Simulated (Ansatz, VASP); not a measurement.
Two plane-wave programs on ZrC

The input INCAR:

```
SYSTEM = ZrC
PREC = Accurate
ENCUT = 520
EDIFF = 1E-7
ISMEAR = 0
SIGMA = 0.15
LREAL = .FALSE.
LASPH = .TRUE.
NELM = 60
ALGO = Normal
ISIF = 2
LWAVE = .FALSE.
LCHARG = .FALSE.
GGA = PE
NBANDS = 15
```

KPOINTS

```
regular mesh
0
G
  18 18 18
  0 0 0
```

Contents of POSCAR:

```
ZrC
1.0
    0.0000000000      2.3502100000      2.3502100000
    2.3502100000      0.0000000000      2.3502100000
    2.3502100000      2.3502100000      0.0000000000
Zr C
1 1
Direct
    0.5000000000      0.5000000000      0.3723518324
    0.0000000000      0.0000000000      0.0000000000
```

Input for Ansatz:

```yaml
crystal:
  lattice:
    - [0.0, 2.35021, 2.35021]
    - [2.35021, 0.0, 2.35021]
    - [2.35021, 2.35021, 0.0]
  atoms:
    - { symbol: Zr, position: [0.5, 0.5, 0.3723518324] }
    - { symbol: C, position: [0.0, 0.0, 0.0] }
basis:
  ecutwfc: 420
kpoints:
  mp_grid: { grid: [18, 18, 18] }
hamiltonian:
  xc: pbe
scf:
  occupations: { method: gaussian, width: 0.15 }
output:
  forces: true
  stress: true
  eigenvalues: true
```

Alike in both runs: task single point; functional PBE; k mesh 18 × 18 × 18; occupations gaussian, width 0.15 eV; no spin polarisation.

```csv
,VASP,Ansatz
version,VASP 6.6.1,Ansatz 0.2.0
potentials or method,"VASP PAW PBE potentials, release 64 (Zr_sv, C), cutoff 520 eV","scalar-relativistic, plane waves, PAW"
valence electrons in the cell,16,16
```

```tsv
	VASP	Ansatz	Ansatz less VASP
gap on the k mesh at the Fermi level (eV)	0.49	0.49	0.000
least direct gap on the mesh (eV)	0.73	0.73	0.000
pressure (GPa)	15.6	15.3	-0.25
traceless stress, the component that is largest in VASP (GPa)	-16.13	-16.03	+0.097
rms of the force components (eV/Å)	1.964	1.955	-0.0090
```

Atom by atom the forces differ by 0.009 eV/Å (rms over components).
